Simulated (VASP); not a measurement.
# SnO (Cmc2_1) in VASP: notebook, part 2 of 2

VASP 6.6.1. Earlier steps stand in the parts before.

## Step 5: Single point, PBE (19.08 Å³/atom)

This run uses another cell than the first one, of 19.08 Å³/atom.

INCAR

```
SYSTEM = SnO
  ALGO = Normal
  EDIFF = 1E-7
  ENCUT = 520
  GGA = PE
  ISIF = 2
  ISMEAR = -1
  LASPH = .True.
  LCHARG = .False.
  LREAL = .False.
  LWAVE = .False.
  NBANDS = 50
  NELM = 100
  PREC = Accurate
  SIGMA = 0.02
```

KPOINTS

```
k-points
0
Gamma
  8 8 3
  0 0 0
```

POSCAR

```
SnO
1.0
    2.4662120743     -2.8213466130      0.0000000000
    2.4662120743      2.8213466130      0.0000000000
    0.0000000000      0.0000000000     10.9697113066
Sn O
4 4
Direct
   -0.0000011420      0.0000011420     -0.0114216877
    0.0000011420     -0.0000011420      0.4885783123
    0.4998797080      0.5001202920      0.2684180004
    0.5001202920      0.4998797080      0.7684180004
    0.9999987140      0.4999648236      0.3785018436
    0.0000012860      0.5000351764      0.8785018436
    0.5000351764      0.0000012860      0.3785018436
    0.4999648236      0.9999987140      0.8785018436
```

Command:

```sh
$ cat potpaw_PBE.64/Sn_d/POTCAR potpaw_PBE.64/O/POTCAR > POTCAR
$ mpirun -np 1 vasp_std > vasp.out
```

Wall time 11 min (1 thread of Oxide Virtual Turin-like, shared host); peak memory 0.35 GiB.

The run converged. Its results:

```yaml
Free_energy: -44.5795 eV
Pressure: 4.2 GPa
Largest_force: 0.096 eV/Å
Band_gap_on_the_k_mesh: 0.38 eV
```

Forces in eV/Å, atoms in the order of the input:
```
Sn   0.000  0.000  0.096
Sn   0.000  0.000  0.096
Sn   0.000 -0.003 -0.095
Sn   0.000  0.003 -0.095
O    0.001  0.002  0.000
O   -0.001 -0.002  0.000
O   -0.001  0.002  0.000
O    0.001 -0.002  0.000
```

Stress tensor (GPa, compression positive):
```
16.49  0.00  0.00
 0.00 -3.98  0.00
 0.00  0.00 -0.01
```

Levels at points of the mesh, in eV from the valence-band top:
```tsv
k point	band 36	band 37	band 38	band 39	band 40	band 41	band 42	band 43	band 44	band 45
(0.00, 0.00, 0.00)	-3.27	-2.46	-1.75	-1.74	0.00	1.74	2.30	3.40	3.69	3.93
(0.50, 0.00, 0.00)	-4.31	-2.45	-2.45	-1.77	-1.77	1.91	1.91	2.56	2.56	5.48
(0.50, 0.50, 0.00)	-2.09	-1.87	-1.60	-1.34	-1.34	0.38	0.88	2.33	2.84	3.09
```

Caveat: the cell stands under pressure; spin-orbit coupling is left out, which moves the levels of the heavy elements; an odd mesh through Γ misses points on the zone boundary, where band edges can lie.

## Step 6: Single point, PBE (z stretched by -3 %, then relaxed in part)

INCAR

```
PREC = Accurate
ENCUT = 520
EDIFF = 1E-6
ISMEAR = -1
SIGMA = 0.02
LREAL = False
LASPH = True
NELM = 100
ALGO = Normal
ISIF = 2
LWAVE = False
LCHARG = False
GGA = PE
NBANDS = 50
```

KPOINTS

```
regular mesh
0
Gamma
  8 8 3
```

POSCAR

```
SnO
1.0
    2.5000000000     -2.8600000000      0.0000000000
    2.5000000000      2.8600000000      0.0000000000
    0.0000000000      0.0000000000     10.7864000000
Sn O
4 4
Direct
    0.0000084362     -0.0000084362     -0.0111043814
   -0.0000084362      0.0000084362      0.4888956186
    0.4998677557      0.5001322443      0.2681006325
    0.5001322443      0.4998677557      0.7681006325
    0.9999924736      0.4999720910      0.3785018745
    0.0000075264      0.5000279090      0.8785018745
    0.5000279090      0.0000075264      0.3785018745
    0.4999720910      0.9999924736      0.8785018745
```

Potentials or basis: VASP PAW PBE potentials, release 64 (Sn_d, O).

Command:

```sh
$ cat potpaw_PBE.64/Sn_d/POTCAR potpaw_PBE.64/O/POTCAR > POTCAR
$ mpirun -np 1 vasp_std > vasp.out
```

OUTCAR:

```text
PREC = Accurate
   ENCUT = 520
   EDIFF = 1E-6
   ISMEAR = -1
   LREAL = False
   LASPH = True
   NELM = 100
   ISIF = 2
   GGA = PE

 ion  position               nearest neighbor table
   1  0.000  1.000  0.989-   6 2.24   8 2.24   6 2.24   8 2.24   4 3.45   4 3.45   4 3.72   4 3.72

   2  1.000  0.000  0.489-   5 2.24   7 2.24   7 2.24   5 2.24   3 3.45   3 3.45   3 3.72   3 3.72

   3  0.500  0.500  0.268-   5 2.24   7 2.24   5 2.24   7 2.24   2 3.45   2 3.45   2 3.72   2 3.72

   4  0.500  0.500  0.768-   6 2.24   8 2.24   8 2.24   6 2.24   1 3.45   1 3.45   1 3.72   1 3.72

   5  1.000  0.500  0.379-   3 2.24   2 2.24   2 2.24   3 2.24
   6  0.000  0.500  0.879-   4 2.24   1 2.24   1 2.24   4 2.24
   7  0.500  0.000  0.379-   3 2.24   2 2.24   2 2.24   3 2.24
   8  0.500  1.000  0.879-   4 2.24   1 2.24   1 2.24   4 2.24

  LATTYP: Found a base centered orthorhombic cell.
 ALAT       =     5.0000000000
 B/A-ratio  =     1.1440000000
 C/A-ratio  =     2.1572800000

  Lattice vectors:

 A1 = (   2.5000000000,  -2.8600000000,   0.0000000000)
 A2 = (   2.5000000000,   2.8600000000,   0.0000000000)
[... 197 lines left out ...]
  band No.  band energies     occupation
      1     -15.7525      2.00000
      2     -15.7475      2.00000
      3     -15.4209      2.00000
      4     -15.4087      2.00000
      5     -15.4036      2.00000
      6     -15.4018      2.00000
[... 1261 lines left out ...]
     49      11.3425      0.00000
     50      11.4619      0.00000

 [... further k-points ...]

------------------------ aborting loop because EDIFF is reached ----------------------------------------

  FORCE on cell =-STRESS in cart. coord.  units (eV):
  Direction    XX          YY          ZZ          XY          YZ          ZX
  --------------------------------------------------------------------------------------
  -------------------------------------------------------------------------------------
  Total       13.3757718     -5.7930217     -0.0797350      0.0000000      0.0000000      0.0000000
  in kB      138.9366662    -60.1732101     -0.8282228      0.0000000      0.0000000      0.0000000
  external PRESSURE =      25.9784111 kB  Pullay stress =       0.0000000 kB

 VOLUME and BASIS-vectors are now :
 -----------------------------------------------------------------------------
  energy-cutoff  :      520.00
  volume of cell :      154.25
      direct lattice vectors                 reciprocal lattice vectors
     2.500000000 -2.860000000  0.000000000     0.200000000 -0.174825175  0.000000000
     2.500000000  2.860000000  0.000000000     0.200000000  0.174825175  0.000000000
     0.000000000  0.000000000 10.786400000     0.000000000  0.000000000  0.092709338

 POSITION                                       TOTAL-FORCE (eV/Angst)
 -----------------------------------------------------------------------------------
      2.50000      2.85995     10.66662         0.000000      0.000162      0.094538
      2.50000     -2.85995      5.27342         0.000000     -0.000162      0.094538
      2.50000      0.00076      2.89184         0.000000     -0.002809     -0.093800
      2.50000     -0.00076      8.28504         0.000000      0.002809     -0.093800
      3.74991     -1.43006      4.08267         0.000662      0.001457     -0.000369
      1.25009      1.43006      9.47587        -0.000662     -0.001457     -0.000369
      1.25009     -1.43006      4.08267        -0.000662      0.001457     -0.000369
      3.74991      1.43006      9.47587         0.000662     -0.001457     -0.000369
 -----------------------------------------------------------------------------------
    total drift:                                0.000000      0.000000     -0.000032

  FREE ENERGIE OF THE ION-ELECTRON SYSTEM (eV)
  ---------------------------------------------------
  free  energy   TOTEN  =       -44.7152588216 eV

  energy  without entropy=      -44.7152586586  energy(sigma->0) =      -44.71525874
```

stdout:

```text
POSCAR found type information on POSCAR SnO
 POSCAR found :  2 types and       8 ions
 scaLAPACK will be used
 LDA part: xc-table for (Slater+PW92), standard interpolation
 POSCAR, INCAR and KPOINTS ok, starting setup
 FFT: planning ... GRIDC
 FFT: planning ... GRID_SOFT
 FFT: planning ... GRID
 WAVECAR not read
 entering main loop
```

Wall time 9.8 min (1 thread of Oxide Virtual Turin-like, shared host); peak memory 0.35 GiB.

What came out:

```
Free energy            : -44.7153 eV
Pressure               : 2.6 GPa
Largest force          : 0.095 eV/Å
Band gap on the k mesh : 0.42 eV
```

Forces on the atoms (eV/Å):
```
Sn   0.000  0.000  0.095
Sn   0.000  0.000  0.095
Sn   0.000 -0.003 -0.094
Sn   0.000  0.003 -0.094
O    0.001  0.001  0.000
O   -0.001 -0.001  0.000
O   -0.001  0.001  0.000
O    0.001 -0.001  0.000
```

Stress tensor (GPa, compression positive):
```
13.89  0.00  0.00
 0.00 -6.02  0.00
 0.00  0.00 -0.08
```

Levels at points of the mesh, in eV from the valence-band top:
```
           k point  band 37  band 38  band 39  band 40  band 41  band 42  band 43  band 44
(0.00, 0.00, 0.00)    -2.29    -1.83    -1.82     0.00     1.61     2.08     3.28     3.69
(0.50, 0.00, 0.00)    -2.39    -2.39    -1.70    -1.70     2.03     2.03     2.65     2.65
(0.50, 0.50, 0.00)    -1.83    -1.61    -1.42    -1.42     0.42     0.83     2.39     2.83
```

Caveat: the cell differs from its parent crystal (z stretched by -3 %, then relaxed in part); spin-orbit coupling is left out, which moves the levels of the heavy elements; an odd mesh through Γ misses points on the zone boundary, where band edges can lie.

## Step 7: Overview

```tsv
cell	k mesh	smearing	gap on the mesh (eV)	pressure (GPa)	largest force (eV/Å)
a = 3.824, b = 3.824, c = 11.194 Å, angles 90.0, 90.0, 97.7°, 8 atoms, atomic positions A	8 × 8 × 3	fermi-dirac 0.02 eV	0.83	1.5	0.08
a = 3.799, b = 3.799, c = 11.342 Å, angles 90.0, 90.0, 97.7°, 8 atoms, atomic positions A	8 × 8 × 3	fermi-dirac 0.02 eV	0.87	2.1	0.09
a = 3.799, b = 3.799, c = 11.120 Å, angles 90.0, 90.0, 97.7°, 8 atoms, atomic positions B	12 × 12 × 5	fermi-dirac 0.05 eV	0.69	2.3	0.09
a = 3.747, b = 3.747, c = 10.970 Å, angles 90.0, 90.0, 97.7°, 8 atoms, atomic positions C	8 × 8 × 3	fermi-dirac 0.02 eV	0.38	4.2	0.10
a = 3.799, b = 3.799, c = 10.786 Å, angles 90.0, 90.0, 97.7°, 8 atoms, atomic positions C	8 × 8 × 3	fermi-dirac 0.02 eV	0.42	2.6	0.09
```

Alike in all rows: task single point; level PBE; potentials or basis VASP PAW PBE potentials, release 64 (Sn_d, O); no spin polarisation; cutoff (eV) 520.

Caveats: spin-orbit coupling is left out, which moves the levels of the heavy elements; an odd mesh through Γ misses points on the zone boundary, where band edges can lie; the cell stands under pressure (at least some runs).

Absolute energies hang on the potentials; compare differences alone.
